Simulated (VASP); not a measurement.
Write the native input for VASP 6.6.1 that does the following.

```yaml
Task: single point
Functional: PBEsol
Potentials_or_basis: VASP PAW PBE potentials, release 64 (Ti_sv, Rh_pv)
Cutoff: 520 eV
k_mesh: 14 × 14 × 12
Occupations: gaussian, width 0.1 eV
Spin: no spin polarisation
Dipole_correction: no
Further_INCAR_settings: ALGO = Normal; EDIFF = 1e-07; NBANDS = 20
```

The structure of TiRh lies in POSCAR:

```
TiRh
1.0
    2.9263504197      0.0000000000      0.0000000000
    0.0000000000      2.9263504197      0.0000000000
    0.0000000000      0.0000000000      3.3702112430
Ti Rh
1 1
Direct
    0.5000000000      0.5000000000      0.5000000000
    0.0000000000      0.0000000000      0.0000000000
```

One way to write it, as run:

INCAR

```
SYSTEM = TiRh
  ALGO = Normal
  EDIFF = 1E-7
  ENCUT = 520
  GGA = PS
  ISIF = 2
  ISMEAR = 0
  LASPH = .True.
  LCHARG = .True.
  LELF = .True.
  LREAL = .False.
  LVHAR = .True.
  LWAVE = .False.
  NBANDS = 20
  NELM = 100
  PREC = Accurate
  SIGMA = 0.1
```

KPOINTS

```
k-points
0
Gamma
  14 14 12
  0 0 0
```

Potentials or basis: VASP PAW PBE potentials, release 64 (Ti_sv, Rh_pv).

Launch:

```bash
$ cat potpaw_PBE.64/Ti_sv/POTCAR potpaw_PBE.64/Rh_pv/POTCAR > POTCAR
$ mpirun -np 1 vasp_std > vasp.out
```

Results of the run:

```yaml
Pressure: 0.0 GPa
```

Caveat: the PAW data sets were made with another functional, which shifts forces and pressure a little.

Run time: 96 s on 1 thread of Intel(R) Xeon(R) Platinum 8259CL CPU @ 2.50GHz (Skylake/Cascade Lake) (shared host), peak memory 0.26 GiB.
